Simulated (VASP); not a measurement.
Input of a VASP 6.6.1 run:

File INCAR:

```
SYSTEM = SiC
PREC = Accurate
ENCUT = 520
EDIFF = 1E-6
ISMEAR = 0
SIGMA = 0.05
LREAL = .FALSE.
LASPH = .TRUE.
NELM = 80
ALGO = Normal
ISIF = 2
LWAVE = .FALSE.
LCHARG = .FALSE.
GGA = PE
NBANDS = 16
```

File KPOINTS:

```
Automatic mesh
0
G
  12 12 6
  0 0 0
```

Contents of POSCAR:

```
SiC
1.0
    3.2154370636      0.0000000000      0.0000000000
   -1.6077185318      2.7846501814      0.0000000000
    0.0000000000      0.0000000000      5.0740211774
Si C
2 2
Direct
    0.3333333333      0.6666666667      0.0045635313
    0.6666666667      0.3333333333      0.5045635313
    0.3333333333      0.6666666667      0.3804364687
    0.6666666667      0.3333333333      0.8804364687
```

Potentials or basis: VASP PAW PBE potentials, release 64 (Si, C).

The run is started by

```sh
$ cat potpaw_PBE.64/Si/POTCAR potpaw_PBE.64/C/POTCAR > POTCAR
$ mpirun -np 1 vasp_std > vasp.out
```

Q: Estimate the band gap on the k mesh.

A: 2.36 eV (least direct gap 3.43 eV).

Q: Predict the pressure.

A: -14.0 GPa.

Stress tensor (GPa, compression positive):
```
-20.02   0.00   0.00
  0.00 -20.02   0.00
  0.00   0.00  -2.00
```

Caveat: the cell differs from its parent crystal (strain +0.040 along x and y, +0.000 along z); the cell stands under tension. A k mesh can miss the band edges.
